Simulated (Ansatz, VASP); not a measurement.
# One calculation of PbF2, two programs

```
Pb F
1.0
     0.00000    2.96985    2.96985
     2.96985    0.00000    2.96985
     2.96985    2.96985    0.00000
Pb F
1 2
Cartesian
  0.0000 0.0000 0.0000
  1.4849 1.4849 1.4849
  4.4548 4.4548 4.4548
```

Alike in both runs: task single point; functional PBEsol; k mesh 8 × 8 × 8; occupations gaussian, width 0.05 eV; no spin polarisation.

```csv
,VASP,Ansatz
version,VASP 6.6.1,Ansatz 0.2.0
potentials or method,"VASP PAW PBE potentials, release 64 (Pb_d, F), cutoff 520 eV","scalar-relativistic, plane waves, PAW"
valence electrons in the cell,28,28
```

Ansatz gave:

- gap on the k mesh at the Fermi level (eV): 4.31
- least direct gap on the mesh (eV): 4.46
- pressure (GPa): -1.5

What did VASP give for the same quantities?

gap on the k mesh at the Fermi level (eV): 4.31; least direct gap on the mesh (eV): 4.46; pressure (GPa): -1.7.

VASP's potentials were made for PBE, not for PBEsol. With one functional, cell and mesh, what is left measures potentials, basis and numerics.

Spin-orbit coupling is off throughout.
